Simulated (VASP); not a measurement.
# Si6O11 (a cell with a defect) in VASP: notebook, part 2 of 2

VASP 6.6.1.

### 4 Single point, PBE

Contents of INCAR:

```
SYSTEM = Si6O11
PREC = Accurate
ENCUT = 520
EDIFF = 1E-7
ISMEAR = 0
SIGMA = 0.05
LREAL = Auto
LASPH = .TRUE.
NELM = 60
ALGO = Normal
ISIF = 2
LWAVE = .FALSE.
LCHARG = .FALSE.
GGA = PE
NBANDS = 59
NELECT = 88.0
```

Contents of KPOINTS:

```
regular mesh
0
G
  4 4 2
  0 0 0
```

Contents of POSCAR:

```
Si6O11
1.0
   -2.5103274377      4.3480146658      0.0000000000
    0.0000000000      0.0000000000      5.5092660079
    7.5309823132      4.3480146658      0.0000000000
Si O
6 11
Direct
    0.7617495765      0.3333333333      0.2382504235
    0.2617495765      0.3333333333      0.7382504235
    0.9765008470      0.6666666667      0.5000000000
    0.4765008470      0.6666666667      0.0000000000
    0.2617495765      0.0000000000      0.2617495765
    0.7617495765      0.0000000000      0.7617495765
    0.0486521033      0.2055717715      0.2072260374
    0.5486521033      0.2055717715      0.7072260374
    0.7865130045      0.5389051049      0.3720609296
    0.2865130045      0.5389051049      0.8720609296
    0.6648348922      0.8722384382      0.9207130329
    0.2865130045      0.7944282285      0.1279390704
    0.7865130045      0.7944282285      0.6279390704
    0.6648348922      0.4610948951      0.0792869671
    0.1648348922      0.4610948951      0.5792869671
    0.1847231351     -0.2118130230      0.4627971530
    0.0486521033      0.1277615618      0.7927739626
```

Launch:

```
cat potpaw_PBE.64/Si/POTCAR potpaw_PBE.64/O/POTCAR > POTCAR
mpirun -np 1 vasp_std > vasp.out
```

It took 10 min on 1 thread of Intel Xeon Platinum 8375C at 2.90GHz (Ice Lake), shared host; peak memory 0.42 GiB.

It converged, with:

- Free energy: -127.1355 eV
- Largest force: 33.100 eV/Å

Forces in eV/Å, atoms in the order of the input:
```
Si   -0.310  -0.072   2.507
Si    0.244   0.614   0.012
Si   18.674 -15.096 -14.671
Si   -1.501  -0.754   0.019
Si    0.947   0.238  -1.927
Si   -0.011  -0.272  -0.333
O     0.594   0.519  -1.173
O    -0.103   0.010   0.004
O    -0.358  -1.431  -1.153
O     0.297   0.227   0.157
O     0.520   0.127  -0.254
O     1.468   0.594   1.023
O     0.415  -0.480   0.167
O     0.696   0.650  -1.153
O     1.017   0.207  -2.647
O   -22.466  14.898  19.208
O    -0.124   0.021   0.214
```

Levels at points of the mesh, in eV from the Fermi level:
| k point | band 42 | band 43 | band 44 | band 45 | band 46 | band 47 |
| --- | --- | --- | --- | --- | --- | --- |
| (0.00, 0.00, 0.00) | -0.48 | -0.28 | -0.09 | 0.01 | 3.33 | 5.63 |
| (0.50, 0.00, 0.00) | -0.48 | -0.11 | 0.01 | 0.35 | 2.87 | 5.81 |
| (0.00, 0.50, 0.00) | -0.39 | -0.20 | -0.06 | -0.02 | 3.31 | 6.01 |
| (0.50, 0.50, 0.00) | -0.59 | -0.43 | -0.22 | 0.37 | 2.94 | 5.66 |
| (0.00, 0.00, 0.50) | -0.49 | -0.25 | -0.11 | -0.01 | 3.33 | 5.73 |
| (0.50, 0.00, 0.50) | -0.52 | -0.09 | 0.06 | 0.33 | 2.88 | 5.81 |
| (0.00, 0.50, 0.50) | -0.33 | -0.23 | -0.15 | -0.01 | 3.31 | 6.03 |
| (0.50, 0.50, 0.50) | -0.51 | -0.32 | -0.22 | 0.32 | 2.93 | 5.66 |

Caveat: the k points lie up to 0.36 Å⁻¹ apart; the cell carries a net charge on a neutralising background, which shifts energy and pressure; the cell differs from its parent crystal (atoms taken out, atom 16 moved 1.125 of the way to it and +0.500 Å across, host rigid); the cell is charged against a uniform background, so pressure and absolute levels hang on convention.

### 5 Single point, PBE

INCAR, as its differences from that of step 4:

```diff
@@ -12,5 +12,7 @@
 LWAVE = .FALSE.
-LCHARG = .FALSE.
+LCHARG = .TRUE.
 GGA = PE
+LELF = .TRUE.
+LVHAR = .TRUE.
+NELECT = 88.0
 NBANDS = 59
-NELECT = 88.0
```

KPOINTS is that of step 4.

POSCAR, as its differences from that of step 4:

```diff
@@ -23,3 +23,3 @@
     0.1648348922      0.4610948951      0.5792869671
-    0.1847231351     -0.2118130230      0.4627971530
+    0.5346076490      0.0697656360      0.3218122145
     0.0486521033      0.1277615618      0.7927739626
```

Potentials or basis: VASP PAW PBE potentials, release 64 (Si, O).

Launch:

```
cat potpaw_PBE.64/Si/POTCAR potpaw_PBE.64/O/POTCAR > POTCAR
mpirun -np 1 vasp_std > vasp.out
```

OUTCAR:

```text
SYSTEM = Si6O11
   PREC = Accurate
   ENCUT = 520
   EDIFF = 1E-7
   ISMEAR = 0
   LREAL = Auto
   LASPH = .TRUE.
   NELM = 60
   ISIF = 2
   GGA = PE
   NELECT = 88.0

 ion  position               nearest neighbor table
   1  0.762  0.333  0.238-  14 1.63   7 1.63   9 1.63  16 1.98   5 3.12   5 3.12   3 3.12   4 3.12

   2  0.262  0.333  0.738-  15 1.63   8 1.63  17 1.63  10 1.63   6 3.12   6 3.12   4 3.12   3 3.12

   3  0.977  0.667  0.500-  13 1.63   9 1.63  15 1.63   5 3.12   6 3.12   1 3.12   2 3.12
   4  0.477  0.667  0.000-  12 1.63  10 1.63  11 1.63  14 1.63   6 3.12   5 3.12   2 3.12   1 3.12

   5  0.262  0.000  0.262-  16 1.52  12 1.63   7 1.63   3 3.12   4 3.12   1 3.12   1 3.12
   6  0.762  0.000  0.762-  11 1.63  17 1.63  13 1.63   8 1.63   4 3.12   3 3.12   2 3.12   2 3.12

   7  0.049  0.206  0.207-   1 1.63   5 1.63
   8  0.549  0.206  0.707-   2 1.63   6 1.63
   9  0.787  0.539  0.372-   3 1.63   1 1.63
  10  0.287  0.539  0.872-   4 1.63   2 1.63
  11  0.665  0.872  0.921-   6 1.63   4 1.63
  12  0.287  0.794  0.128-   4 1.63   5 1.63
  13  0.787  0.794  0.628-   3 1.63   6 1.63
  14  0.665  0.461  0.079-   1 1.63   4 1.63
  15  0.165  0.461  0.579-   2 1.63   3 1.63
[... 222 lines left out ...]
  band No.  band energies     occupation
      1     -18.9914      2.00000
      2     -18.5096      2.00000
      3     -18.0960      2.00000
      4     -17.7484      2.00000
      5     -17.5923      2.00000
      6     -17.4761      2.00000
[... 1169 lines left out ...]
     55      10.2212      0.00000
     56      10.3647      0.00000
 [bands above 56 left out]

------------------------ aborting loop because EDIFF is reached ----------------------------------------

  FORCE on cell =-STRESS in cart. coord.  units (eV):
  Direction    XX          YY          ZZ          XY          YZ          ZX
  --------------------------------------------------------------------------------------
  -------------------------------------------------------------------------------------
  Total      -21.1248477    -12.0176707    -19.6844560      0.4419040      0.5860274      5.4906619
  in kB     -140.7113280    -80.0489749   -131.1169666      2.9434954      3.9034932     36.5729656
  external PRESSURE =    -117.2924232 kB  Pullay stress =       0.0000000 kB

 VOLUME and BASIS-vectors are now :
 -----------------------------------------------------------------------------
  energy-cutoff  :      520.00
  volume of cell :      240.53
      direct lattice vectors                 reciprocal lattice vectors
    -2.510327438  4.348014666  0.000000000    -0.099588602  0.172492518  0.000000000
     0.000000000  0.000000000  5.509266008     0.000000000  0.000000000  0.181512383
     7.530982313  4.348014666  0.000000000     0.099588602  0.057497506  0.000000000

 POSITION                                       TOTAL-FORCE (eV/Angst)
 -----------------------------------------------------------------------------------
     -0.11798      4.34801      1.83642         0.435662     -1.320012     -0.784539
      4.90267      4.34801      1.83642         1.023518      1.383193     -0.212538
      1.31415      6.41985      3.67284         2.832445     -0.453926     -2.621858
     -1.19617      2.07183      3.67284        -1.096845     -0.572953     -0.403516
      1.31415      2.27618      0.00000        -2.657898     -3.929150     -0.536865
      3.82448      6.62420      0.00000         1.078658      0.374852      1.198479
[... 9 lines left out ...]
      1.08152      3.72373      0.38436        -1.784782      4.426393      3.503736
      5.84823      3.65853      0.70387        -0.360218     -0.181762      0.050932
 -----------------------------------------------------------------------------------
    total drift:                                0.004245     -0.009109     -0.001394

  FREE ENERGIE OF THE ION-ELECTRON SYSTEM (eV)
  ---------------------------------------------------
  free  energy   TOTEN  =      -132.8638288662 eV

  energy  without entropy=     -132.8556360787  energy(sigma->0) =     -132.85973247
```

OSZICAR:

```text
N       E                     dE             d eps       ncg     rms          rms(c)
DAV:   1     0.540851093922E+03    0.54085E+03   -0.45145E+04  2376   0.136E+03
[... 12 lines left out ...]
DAV:  14    -0.132863892708E+03    0.13001E-03   -0.47342E-04  2872   0.814E-02    0.927E-02
DAV:  15    -0.132863831652E+03    0.61056E-04   -0.21774E-04  3080   0.609E-02    0.342E-02
DAV:  16    -0.132863826990E+03    0.46619E-05   -0.69185E-05  2856   0.337E-02    0.982E-03
DAV:  17    -0.132863828346E+03   -0.13560E-05   -0.53721E-06  2872   0.110E-02    0.721E-03
DAV:  18    -0.132863829010E+03   -0.66404E-06   -0.28987E-06  2736   0.784E-03    0.502E-03
DAV:  19    -0.132863828864E+03    0.14615E-06   -0.79342E-07  2752   0.334E-03    0.161E-03
DAV:  20    -0.132863828866E+03   -0.18854E-08   -0.41365E-08  1688   0.118E-03
   1 F= -.13286383E+03 E0= -.13285973E+03  d E =-.819279E-02
```

stdout:

```text
POSCAR found type information on POSCAR SiO
 POSCAR found :  2 types and      17 ions
 scaLAPACK will be used
 LDA part: xc-table for (Slater+PW92), standard interpolation
 POSCAR, INCAR and KPOINTS ok, starting setup
 FFT: planning ... GRIDC
 FFT: planning ... GRID_SOFT
 FFT: planning ... GRID
 WAVECAR not read
 entering main loop
 the old and the new charge density differ
 old charge density:    90.00000 new   88.00000
    0.332E+01
```

It took 8.3 min on 1 thread of Intel Xeon Platinum 8375C at 2.90GHz (Ice Lake), shared host; peak memory 0.42 GiB.

What came out:

```yaml
Free_energy: -132.8638 eV
Largest_force: 5.921 eV/Å
```

Forces on the atoms (eV/Å):
```
Si   0.436 -1.320 -0.785
Si   1.024  1.383 -0.213
Si   2.832 -0.454 -2.622
Si  -1.097 -0.573 -0.404
Si  -2.658 -3.929 -0.537
Si   1.079  0.375  1.198
O    0.877  0.520 -1.015
O   -0.251 -0.149 -0.091
O   -0.054  0.373  0.645
O    0.011  0.035  0.111
O    0.122  0.023 -0.211
O    1.958 -0.260  0.527
O   -1.815  0.003 -0.167
O    1.091  0.880 -1.225
O   -1.410 -1.152  1.231
O   -1.785  4.426  3.504
O   -0.360 -0.182  0.051
```

Levels at points of the mesh, in eV from the Fermi level:
| k point | band 40 | band 41 | band 42 | band 43 | band 44 | band 45 | band 46 | band 47 | band 48 | band 49 |
| --- | --- | --- | --- | --- | --- | --- | --- | --- | --- | --- |
| (0.00, 0.00, 0.00) | -1.07 | -0.91 | -0.62 | -0.34 | -0.07 | -0.04 | 4.13 | 5.60 | 6.43 | 7.04 |
| (0.50, 0.00, 0.00) | -1.09 | -0.79 | -0.77 | -0.19 | -0.09 | 0.17 | 3.89 | 5.75 | 6.94 | 7.50 |
| (0.00, 0.50, 0.00) | -1.05 | -0.85 | -0.49 | -0.34 | -0.04 | 0.16 | 3.83 | 5.80 | 6.48 | 7.74 |
| (0.50, 0.50, 0.00) | -1.00 | -0.90 | -0.63 | -0.53 | -0.42 | 0.14 | 4.20 | 6.09 | 6.76 | 7.23 |
| (0.00, 0.00, 0.50) | -1.01 | -0.86 | -0.65 | -0.32 | -0.08 | 0.09 | 3.98 | 5.75 | 6.38 | 7.09 |
| (0.50, 0.00, 0.50) | -1.14 | -0.79 | -0.71 | -0.20 | -0.09 | 0.09 | 3.93 | 5.76 | 7.00 | 7.29 |
| (0.00, 0.50, 0.50) | -1.06 | -0.85 | -0.53 | -0.39 | -0.03 | 0.22 | 3.81 | 5.80 | 6.49 | 7.67 |
| (0.50, 0.50, 0.50) | -0.98 | -0.87 | -0.59 | -0.53 | -0.36 | 0.07 | 4.20 | 6.09 | 6.90 | 7.22 |

Caveat: the k points lie up to 0.36 Å⁻¹ apart; the cell carries a net charge on a neutralising background, which shifts energy and pressure; the cell differs from its parent crystal (atoms taken out, atom 16 moved 0.125 of the way to it and +0.250 Å across, host rigid); the cell is charged against a uniform background, so pressure and absolute levels hang on convention.
